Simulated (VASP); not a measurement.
A run of VASP 6.6.1:

INCAR

```
SYSTEM = Ge
ALGO     = Normal         ! electronic algorithm
EDIFF    = 1E-6           ! SCF threshold, eV
ENCUT    = 520            ! plane-wave cutoff, eV
ISIF     = 2              ! what is computed and relaxed
ISMEAR   = 0              ! smearing method
LASPH    = .TRUE.         ! aspherical terms in the spheres
LCHARG   = .FALSE.        ! write CHGCAR
LREAL    = .FALSE.        ! projectors in reciprocal space
LWAVE    = .FALSE.        ! write WAVECAR
NBANDS   = 21             ! bands
NELM     = 100            ! most SCF steps
PREC     = Accurate       ! precision mode
SIGMA    = 0.15           ! smearing width, eV
```

KPOINTS

```
k-points
0
G
  20 20 12
  0 0 0
```

File POSCAR:

```
Ge
1.0
    1.4880529250     -2.5946896100      0.0000000000
    1.4880529250      2.5946896100      0.0000000000
    0.0000000000      0.0000000000      4.7275957900
Ge
2
Direct
    0.6665533700      0.3334466300      0.2500000000
    0.3334466300      0.6665533700      0.7500000000
```

Potentials or basis: VASP PAW LDA potentials, release 64 (Ge_d).

Run with:

```sh
$ cat potpaw_LDA.64/Ge_d/POTCAR > POTCAR
$ mpirun -np 1 vasp_std > vasp.out
```

Hardware: 1 thread of Intel(R) Xeon(R) Platinum 8488C (Sapphire Rapids), with other jobs on the host.

**Question.** Estimate the wall time of this run.

**Answer.** Run time: 2.6 min on 1 thread of Intel(R) Xeon(R) Platinum 8488C (Sapphire Rapids), with other jobs on the host, peak memory 0.52 GiB. Counts: scf iterations 10, k points 777.
